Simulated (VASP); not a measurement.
# AlN in VASP: settings compared

The runs below take AlN through single point, with PBE, r2SCAN.

Program: VASP 6.6.1. These are calculated values, not measurements. Logs are shortened: lines on timing, memory, paths and dates and some standing lists are left out, and cuts for length are marked.

**1. The cell of the first run**

Symmetry: R3m, No. 160, trigonal system. The conventional cell has a = 3.090 Å, b = 3.090 Å, c = 7.871 Å, α = 90.00°, β = 90.00°, γ = 120.00°. Al (site symmetry 3m) has 4 N at 1.91 to 1.95 Å within 2.5 Å. Within 2.5 Å of N (site symmetry 3m) lie 4 Al at 1.91 to 1.95 Å.

**2. Single point, PBE (strain along [111] +4.0%)**

INCAR reads:

```
SYSTEM = AlN
PREC     = Accurate       ! precision mode
ENCUT    = 520            ! plane-wave cutoff, eV
EDIFF    = 1E-6           ! SCF threshold, eV
ISMEAR   = -1             ! smearing method
SIGMA    = 0.02           ! smearing width, eV
LREAL    = .False.        ! projectors in reciprocal space
LASPH    = .True.         ! aspherical terms in the spheres
NELM     = 60             ! most SCF steps
ALGO     = Normal         ! electronic algorithm
ISIF     = 2              ! what is computed and relaxed
LWAVE    = .False.        ! write WAVECAR
LCHARG   = .False.        ! write CHGCAR
GGA      = PE             ! functional
NBANDS   = 11             ! bands
```

KPOINTS reads:

```
Automatic mesh
0
Gamma
  10 10 10
  0 0 0
```

POSCAR reads:

```
AlN
1.0
    0.0582633710      2.2431397838      2.2431397838
    2.2431397838      0.0582633710      2.2431397838
    2.2431397838      2.2431397838      0.0582633710
Al N
1 1
Direct
    0.0012904072      0.0012904072      0.0012904072
    0.2487095928      0.2487095928      0.2487095928
```

Potentials or basis: VASP PAW PBE potentials, release 64 (Al, N).

Run with:

```console
> cat potpaw_PBE.64/Al/POTCAR potpaw_PBE.64/N/POTCAR > POTCAR
> mpirun -np 1 vasp_std > vasp.out
```

OUTCAR:

```text
SYSTEM = AlN
   PREC = Accurate
   ENCUT = 520
   EDIFF = 1E-6
   ISMEAR = -1
   LREAL = .False.
   LASPH = .True.
   NELM = 60
   ISIF = 2
   GGA = PE

 ion  position               nearest neighbor table
   1  0.001  0.001  0.001-   2 1.91   2 1.91   2 1.91   2 1.95
   2  0.249  0.249  0.249-   1 1.91   1 1.91   1 1.91   1 1.95

  LATTYP: Found a trigonal (rhomboedric) cell.
 ALAT       =     3.1728137039
 COS(alpha) =     0.5257966616

  Lattice vectors:

 A1 = (   0.0582633710,   2.2431397838,   2.2431397838)
 A2 = (   2.2431397838,   0.0582633710,   2.2431397838)
 A3 = (   2.2431397838,   2.2431397838,   0.0582633710)

Analysis of symmetry for initial positions (statically):
=====================================================================
 Subroutine PRICEL returns:
 Original cell was already a primitive cell.

 Routine SETGRP: Setting up the symmetry group for a
 trigonal (rhombohedral) supercell.

 Subroutine GETGRP returns: Found  6 space group operations
 (whereof  6 operations were pure point group operations)
 out of a pool of 12 trial point group operations.

The static configuration has the point symmetry C_3v.

Analysis of symmetry for dynamics (positions and initial velocities):
=====================================================================
 Subroutine PRICEL returns:
 Original cell was already a primitive cell.

 Routine SETGRP: Setting up the symmetry group for a
 trigonal (rhombohedral) supercell.

 Subroutine GETGRP returns: Found  6 space group operations
 (whereof  6 operations were pure point group operations)
 out of a pool of 12 trial point group operations.

The dynamic configuration has the point symmetry C_3v.

 Subroutine INISYM returns: Found  6 space group operations
 (whereof  6 operations are pure point group operations),
 and found     1 'primitive' translations

----------------------------------------------------------------------------------------

                                     Primitive cell

  volume of cell :      21.6942

  direct lattice vectors                    reciprocal lattice vectors
     0.058263371  2.243139784  2.243139784    -0.231779818  0.225911974  0.225911974
     2.243139784  0.058263371  2.243139784     0.225911974 -0.231779818  0.225911974
     2.243139784  2.243139784  0.058263371     0.225911974  0.225911974 -0.231779818

  length of vectors
     3.172813704  3.172813704  3.172813704     0.394707897  0.394707897  0.394707897

  position of ions in fractional coordinates (direct lattice)
     0.001290407  0.001290407  0.001290407
     0.248709593  0.248709593  0.248709593

  ion indices of the primitive-cell ions
   primitive index   ion index
                 1           1
                 2           2

----------------------------------------------------------------------------------------

 KPOINTS: Automatic mesh

Automatic generation of k-mesh.
 Grid dimensions read from file:
 generate k-points for:   10   10   10

 Generating k-lattice:

  Cartesian coordinates                     Fractional coordinates (reciprocal lattice)
    -0.023177982  0.022591197  0.022591197     0.100000000  0.000000000  0.000000000
     0.022591197 -0.023177982  0.022591197     0.000000000  0.100000000  0.000000000
     0.022591197  0.022591197 -0.023177982     0.000000000  0.000000000  0.100000000

  Length of vectors
     0.039470790  0.039470790  0.039470790

  Shift w.r.t. Gamma in fractional coordinates (k-lattice)
     0.000000000  0.000000000  0.000000000

 Subroutine IBZKPT returns following result:
 ===========================================

 Found    116 irreducible k-points:

 Following reciprocal coordinates:
            Coordinates               Weight
  0.000000  0.000000  0.000000      1.000000
  0.100000  0.000000  0.000000      6.000000
  0.200000  0.000000  0.000000      6.000000
  0.300000  0.000000 -0.000000      6.000000
  0.400000 -0.000000 -0.000000      6.000000
  0.500000  0.000000  0.000000      3.000000
[... 16 lines left out ...]
  0.300000  0.300000  0.000000      6.000000
  0.400000  0.300000 -0.000000     12.000000
 [... further k-points ...]
   k-points           NKPTS =    116   k-points in BZ     NKDIM =    116   number of bands    NBANDS=     11
   number of dos      NEDOS =    301   number of ions     NIONS =      2
   total plane-waves  NPLWV =  13824
   dimension x,y,z NGX =    24 NGY =   24 NGZ =   24
   dimension x,y,z NGXF=    48 NGYF=   48 NGZF=   48
   ions per type =               1   1
   NGX,Y,Z   is equivalent  to a cutoff of  12.58, 12.58, 12.58 a.u.
   NGXF,Y,Z  is equivalent  to a cutoff of  25.15, 25.15, 25.15 a.u.
 SYSTEM =  AlN
   PREC   = accura    normal or accurate (medium, high low for compatibility)
   ISTART =      0    job   : 0-new  1-cont  2-samecut
   ICHARG =      2    charge: 1-file 2-atom 10-const
   ISPIN  =      1    spin polarized calculation?
   LNONCOLLINEAR =      F non collinear calculations
   LSORBIT =      F    spin-orbit coupling
   LASPH  =      T    aspherical Exc in radial PAW
   ENCUT  =  520.0 eV  38.22 Ry    6.18 a.u.   5.90  5.90  5.90*2*pi/ulx,y,z
   NELM   =     60;   NELMIN=  2; NELMDL= -5     # of ELM steps
   EDIFF  = 0.1E-05   stopping-criterion for ELM
   LREAL  =      F    real-space projection
   EDIFFG = 0.1E-04   stopping-criterion for IOM
   NSW    =      0    number of steps for IOM
   IBRION =     -1    ionic relax: 0-MD 1-quasi-New 2-CG
   NFREE  =      0    steps in history (QN), initial steepest desc. (CG)
   ISIF   =      2    stress and relaxation
   ISYM   =      2    0-nonsym 1-usesym 2-fastsym
   POTIM  = 0.5000    time-step for ionic-motion
   TEBEG  =    0.0;   TEEND  =   0.0 temperature during run
   PSTRESS=    0.0 pullay stress
   NELECT =       8.0000    total number of electrons
   NUPDOWN=      -1.0000    fix difference up-down
   EMIN   =  10.00;   EMAX   =-10.00  energy-range for DOS
   EFERMI =   0.00;   METHOD = LEGACY
   ISMEAR =    -1;   SIGMA  =   0.02  broadening in eV -4-tet -1-fermi 0-gaus
   EFERMI_NEDOS =   21; number of points for ismear=-14 and -15
   IALGO  =     38    algorithm
   IMIX   =      4    mixing-type and parameters
     AMIX     =   0.40;   BMIX     =  1.00
     AMIX_MAG =   1.60;   BMIX_MAG =  1.00
  volume/ion in A,a.u.               =      10.85        73.20
  Fermi-wavevector in a.u.,A,eV,Ry     =   1.173970  2.218481 18.751611  1.378205
  Thomas-Fermi vector in A             =   2.310374
   LORBIT       =      0    0 simple, 1 ext, 2 COOP (PROOUT), +10 PAW based schemes
   GGA     = PE    functional components
   LHFCALC =     F    Hartree Fock is set to
   AEXX    =    0.0000 exact exchange contribution
   IVDW    =     0    specifies the selected vdW correction
   LEPSILON=     F    determine dielectric tensor
   LRPA    =     F    only Hartree local field effects (RPA)
 non-spin polarized calculation
  energy-cutoff  :      520.00
  volume of cell :       21.69
 maximum number of plane-waves:       600
   NGX = 11   NGY = 11   NGZ = 11

 number of electron       8.0000001 magnetization

 Free energy of the ion-electron system (eV)
  ---------------------------------------------------
  ext. energy  EPLUGINS =         0.00000000
  ---------------------------------------------------
  free energy    TOTEN  =       -14.81870658 eV

  energy without entropy =      -14.81870658  energy(sigma->0) =      -14.81870658

 E-fermi :   6.1144     XC(G=0): -10.7594

 val. band max:        5.7025987362   @ k =   0.0000   0.0000   0.0000
 cond. band min:       8.8702099617   @ k =   0.5000   0.5000  -0.0000
 fundamental gap:      3.1676112255
 Fermi energy:         6.1143686807

 k-point     1 :       0.0000    0.0000    0.0000
  band No.  band energies     occupation
      1      -9.1540      2.00000
      2       5.3985      2.00000
      3       5.7026      2.00000
      4       5.7026      2.00000
      5       9.3921      0.00000
      6      17.1696      0.00000
      7      18.0971      0.00000
      8      18.0971      0.00000
      9      22.9539      0.00000
     10      22.9539      0.00000
     11      24.0463      0.00000

 k-point     2 :       0.1000    0.0000    0.0000
  band No.  band energies     occupation
      1      -9.0113      2.00000
      2       4.8451      2.00000
      3       5.3960      2.00000
      4       5.6429      2.00000
      5      10.0522      0.00000
      6      17.2716      0.00000
      7      17.7316      0.00000
      8      18.2039      0.00000
      9      21.5538      0.00000
     10      21.8309      0.00000
     11      23.5438      0.00000

 k-point     3 :       0.2000    0.0000    0.0000
  band No.  band energies     occupation
      1      -8.6058      2.00000
      2       3.2856      2.00000
      3       5.2660      2.00000
      4       5.4942      2.00000
      5      11.1457      0.00000
      6      16.6997      0.00000
      7      17.5160      0.00000
      8      18.0532      0.00000
      9      20.8261      0.00000
     10      21.4653      0.00000
     11      22.6224      0.00000

 k-point     4 :       0.3000    0.0000   -0.0000
  band No.  band energies     occupation
      1      -8.0190      2.00000
      2       1.6904      2.00000
      3       5.1302      2.00000
      4       5.3237      2.00000
      5      11.9563      0.00000
      6      15.8953      0.00000
      7      16.9811      0.00000
      8      17.3775      0.00000
      9      21.6826      0.00000
     10      22.4035      0.00000
     11      22.6019      0.00000

 k-point     5 :       0.4000   -0.0000   -0.0000
  band No.  band energies     occupation
      1      -7.4358      2.00000
      2       0.4497      2.00000
      3       5.0304      2.00000
      4       5.1952      2.00000
      5      12.3651      0.00000
      6      15.3229      0.00000
      7      16.4261      0.00000
      8      16.7968      0.00000
      9      22.7129      0.00000
     10      23.4828      0.00000
     11      24.4399      0.00000
[... 211 lines left out ...]
 k-point    21 :      -0.3000    0.2000    0.0000
  band No.  band energies     occupation
      1      -7.2798      2.00000
      2       1.1343      2.00000
      3       3.4908      2.00000
      4       4.9925      2.00000
      5      13.2333      0.00000
      6      14.0822      0.00000
      7      16.9199      0.00000
      8      17.4850      0.00000
      9      21.3624      0.00000
     10      24.0211      0.00000
     11      26.5207      0.00000

 k-point    22 :      -0.2000    0.2000    0.0000
  band No.  band energies     occupation
      1      -7.8167      2.00000
      2       1.9378      2.00000
      3       3.9963      2.00000
      4       5.2616      2.00000
      5      12.7223      0.00000
      6      15.1046      0.00000
      7      16.6515      0.00000
      8      17.6362      0.00000
      9      19.9722      0.00000
     10      23.6817      0.00000
     11      26.6423      0.00000

 k-point    23 :       0.3000    0.3000    0.0000
  band No.  band energies     occupation
      1      -7.6877      2.00000
      2       2.1359      2.00000
      3       4.2374      2.00000
      4       4.5474      2.00000
      5      10.7690      0.00000
      6      15.0324      0.00000
      7      17.0176      0.00000
      8      19.5416      0.00000
      9      19.7897      0.00000
     10      25.6022      0.00000
     11      28.6034      0.00000

 k-point    24 :       0.4000    0.3000   -0.0000
  band No.  band energies     occupation
      1      -7.2488      2.00000
      2       1.5498      2.00000
      3       4.0599      2.00000
      4       4.0835      2.00000
      5      10.3774      0.00000
      6      14.9061      0.00000
      7      17.3537      0.00000
      8      19.6438      0.00000
      9      20.3256      0.00000
     10      26.4239      0.00000
     11      28.4191      0.00000

 [... further k-points ...]

------------------------ aborting loop because EDIFF is reached ----------------------------------------

  FORCE on cell =-STRESS in cart. coord.  units (eV):
  Direction    XX          YY          ZZ          XY          YZ          ZX
  --------------------------------------------------------------------------------------
  -------------------------------------------------------------------------------------
  Total       -0.4371094     -0.4371094     -0.4371094     -0.6473317     -0.6473317     -0.6473317
  in kB      -32.2817240    -32.2817240    -32.2817240    -47.8072193    -47.8072193    -47.8072193
  external PRESSURE =     -32.2817240 kB  Pullay stress =       0.0000000 kB

 VOLUME and BASIS-vectors are now :
 -----------------------------------------------------------------------------
  energy-cutoff  :      520.00
  volume of cell :       21.69
      direct lattice vectors                 reciprocal lattice vectors
     0.058263371  2.243139784  2.243139784    -0.231779818  0.225911974  0.225911974
     2.243139784  0.058263371  2.243139784     0.225911974 -0.231779818  0.225911974
     2.243139784  2.243139784  0.058263371     0.225911974  0.225911974 -0.231779818

 POSITION                                       TOTAL-FORCE (eV/Angst)
 -----------------------------------------------------------------------------------
      0.00586      0.00586      0.00586         0.016883      0.016883      0.016883
      1.13027      1.13027      1.13027        -0.016883     -0.016883     -0.016883
 -----------------------------------------------------------------------------------
    total drift:                                0.000035      0.000035      0.000035

  FREE ENERGIE OF THE ION-ELECTRON SYSTEM (eV)
  ---------------------------------------------------
  free  energy   TOTEN  =       -14.8187065825 eV

  energy  without entropy=      -14.8187065825  energy(sigma->0) =      -14.81870658
```

Wall time 6.8 s (1 thread of Intel Xeon 6975P-C (Granite Rapids), shared host); peak memory 0.15 GiB.

What came out:

* Free energy: -14.8187 eV
* Pressure: -3.2 GPa
* Largest force: 0.029 eV/Å
* Band gap on the k mesh: 3.17 eV (least direct gap 3.69 eV)

Forces in eV/Å, atoms in the order of the input:
```
Al   0.017  0.017  0.017
N   -0.017 -0.017 -0.017
```

Levels at points of the mesh, in eV from the valence-band top:
```
           k point  band 1  band 2  band 3  band 4  band 5  band 6  band 7  band 8  band 9
(0.00, 0.00, 0.00)  -14.86   -0.30    0.00    0.00    3.69   11.47   12.39   12.39   17.25
(0.50, 0.00, 0.00)  -12.88   -5.74   -0.71   -0.55    6.78    9.41   10.51   10.88   17.34
(0.50, 0.50, 0.00)  -12.32   -4.88   -2.00   -1.66    3.17    8.29   13.24   15.11   15.20
(0.50, 0.50, 0.50)  -13.07   -5.94   -0.40   -0.40    7.24    9.42   11.21   11.21   17.41
```

Caveat: the cell differs from its parent crystal (strain along [111] +4.0%); the cell stands under tension. A k mesh can miss the band edges.

(Part 1 of 2 ends here.)
